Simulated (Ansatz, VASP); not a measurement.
## NiO: VASP beside Ansatz

The input POSCAR:

```
NiO
1.0
    0.0000000000      2.0931687937      2.0931687937
    2.0931687937      0.0000000000      2.0931687937
    2.0931687937      2.0931687937      0.0000000000
Ni O
1 1
Direct
    0.0000000000      0.0000000000      0.0000000000
    0.5000000000      0.5000000000      0.5000000000
```

The input INCAR.step1:

```
SYSTEM = NiO
PREC = Accurate ; ENCUT = 600
ISMEAR = 0 ; SIGMA = 0.02
LREAL = .FALSE. ; LASPH = .TRUE.
NELM = 150 ; ISPIN = 2
MAGMOM = 1.84 0.31 ; LMAXMIX = 4
GGA = PE ; ALGO = Normal
EDIFF = 1E-4 ; LWAVE = .TRUE.
LCHARG = .FALSE.
```

INCAR.step2

```
SYSTEM = NiO
PREC = Accurate ; ENCUT = 600
EDIFF = 1E-7 ; ISMEAR = 0
SIGMA = 0.02 ; LREAL = .FALSE.
LASPH = .TRUE. ; NELM = 150
ALGO = Normal ; ISIF = 3
LWAVE = .FALSE. ; LCHARG = .FALSE.
ISPIN = 2 ; MAGMOM = 1.84 0.31
LORBIT = 11 ; LMAXMIX = 4
METAGGA = R2SCAN ; LMIXTAU = .TRUE.
IBRION = 2 ; NSW = 100
EDIFFG = -0.005 ; ISTART = 1
```

File KPOINTS:

```
regular mesh
0
G
  12 12 12
  0 0 0
```

Input for Ansatz:

```yaml
crystal:
  lattice:
    - [0.0, 2.0931687937, 2.0931687937]
    - [2.0931687937, 0.0, 2.0931687937]
    - [2.0931687937, 2.0931687937, 0.0]
  atoms:
    - { symbol: Ni, position: [0.0, 0.0, 0.0], spin: 1.84 }
    - { symbol: O, position: [0.5, 0.5, 0.5], spin: 0.31 }
basis:
  ecutwfc: 500
kpoints:
  mp_grid: { grid: [12, 12, 12] }
hamiltonian:
  xc: r2scan
scf:
  occupations: { method: gaussian, width: 0.02 }
output:
  forces: true
  stress: true
  eigenvalues: true
  populations: true
magnetization:
  spin_polarized: true
relax:
  adjacent_minimum: "off"
  f_tol: 0.005
  max_steps: 80
  cell: { stress_tol: 0.05 }
```

Alike in both runs: task relaxation of cell and atoms; functional r2SCAN; k mesh 12 × 12 × 12; occupations gaussian, width 0.02 eV; collinear spin.

|  | VASP | Ansatz |
| --- | --- | --- |
| version | VASP 6.6.1 | Ansatz 0.2.0 |
| potentials or method | VASP PAW PBE potentials, release 64 (Ni, O), cutoff 600 eV | scalar-relativistic, plane waves, PAW |
| valence electrons in the cell | 16 | 24 |

Ansatz gave:

```
gap on the k mesh at the Fermi level, each at its own relaxed structure (eV) : 0.82
net moment per atom (μB)                                                     : 1.00
size of the moment on the site where the two differ most (μB)                : 1.67
relaxed volume (Å³/atom)                                                     : 9.19
relaxed length of the cell vector where the two differ most in proportion (Å)              : 2.962
```

Question: Which values does VASP return?

Answer: gap on the k mesh at the Fermi level, each at its own relaxed structure (eV): 0.74; net moment per atom (μB): 1.00; size of the moment on the site where the two differ most (μB): 1.69; relaxed volume (Å³/atom): 9.18; relaxed length of the cell vector where the two differ most in proportion (Å): 2.961.

VASP's potentials were made for PBE, not for r2SCAN. Site moments also hang on the region over which each program counts them. VASP's potentials hold 16 valence electrons a cell and Ansatz's 24, so a difference there can come from the potentials and not from the codes.
